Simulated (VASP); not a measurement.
CoO4F, 6 atoms in the cell. The structure is monoclinic, space group P2/m (No. 10). Conventional cell: a = 3.664 Å, b = 2.392 Å, c = 3.853 Å, α = 90.00°, β = 92.60°, γ = 90.00°. Co (site symmetry 2/m) has 6 O at 1.64 to 1.67 Å within 2.2 Å. F (site symmetry 2/m) has 6 O at 1.52 to 1.61 Å within 2.0 Å. O (site symmetry m) has 2 F at 1.52 Å and 1 Co at 1.67 Å and 1 O at 1.87 Å within 2.0 Å. O (site symmetry m) has 1 F at 1.61 Å and 2 Co at 1.64 Å within 2.1 Å. 

```yaml
Program: VASP 6.6.1
Task: single point
Functional: r2SCAN
Potentials_or_basis: VASP PAW PBE potentials, release 64 (Co, F, O)
Cutoff: 520 eV
k_mesh: 5 × 7 × 5
Occupations: gaussian, width 0.001 eV
Spin: no spin polarisation
Dipole_correction: no
Further_INCAR_settings: ALGO = Normal; EDIFF = 1e-07; NBANDS = 29
```

Potentials or basis: VASP PAW PBE potentials, release 64 (Co, F, O).

Command:

```bash
$ cat potpaw_PBE.64/Co/POTCAR potpaw_PBE.64/F/POTCAR potpaw_PBE.64/O/POTCAR > POTCAR
$ cp INCAR.step1 INCAR
$ mpirun -np 1 vasp_std > vasp.out
$ cp INCAR.step2 INCAR
$ mpirun -np 1 vasp_std > vasp.out
```

Hardware: 1 thread of Intel(R) Xeon(R) Platinum 8259CL CPU @ 2.50GHz (Skylake/Cascade Lake), on a shared host.

Question: Estimate the wall time of this run.

Answer: It took 3 min on 1 thread of Intel(R) Xeon(R) Platinum 8259CL CPU @ 2.50GHz (Skylake/Cascade Lake), with other jobs on the host, peak memory 0.17 GiB. Counts: k points 52.
